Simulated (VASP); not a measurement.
WSe2, 6 atoms in the cell. Symmetry: P6_3/mmc, No. 194, hexagonal system. Conventional cell: a = 3.201 Å, b = 3.201 Å, c = 12.754 Å, α = 90.00°, β = 90.00°, γ = 120.00°. W (site symmetry -6m2) has 6 Se at 2.51 Å and 6 W at 3.20 Å within 3.3 Å. Within 3.3 Å of Se (site symmetry 3m) lie 3 W at 2.51 Å and 6 Se at 3.20 Å.  This cell differs from its parent crystal: strain -3.0%.

```yaml
Program: VASP 6.6.1
Task: single point
Functional: r2SCAN
Potentials_or_basis: VASP PAW PBE potentials, release 64 (W_sv, Se)
Cutoff: 520 eV
k_mesh: 12 × 12 × 2
Occupations: gaussian, width 0.01 eV
Spin: no spin polarisation
Dipole_correction: no
Further_INCAR_settings: ALGO = Normal; EDIFF = 1e-06; NBANDS = 35
```

Potentials or basis: VASP PAW PBE potentials, release 64 (W_sv, Se).

Command:

```bash
$ cat potpaw_PBE.64/W_sv/POTCAR potpaw_PBE.64/Se/POTCAR > POTCAR
$ cp INCAR.step1 INCAR
$ mpirun -np 1 vasp_std > vasp.out
$ cp INCAR.step2 INCAR
$ mpirun -np 1 vasp_std > vasp.out
```

Hardware: 1 thread of Intel Xeon 6975P-C, on a shared host.

How long does it take, and how much memory?

It took 8 min on 1 thread of Intel Xeon 6975P-C, on a shared host, peak memory 0.31 GiB. Counts: k points 38.
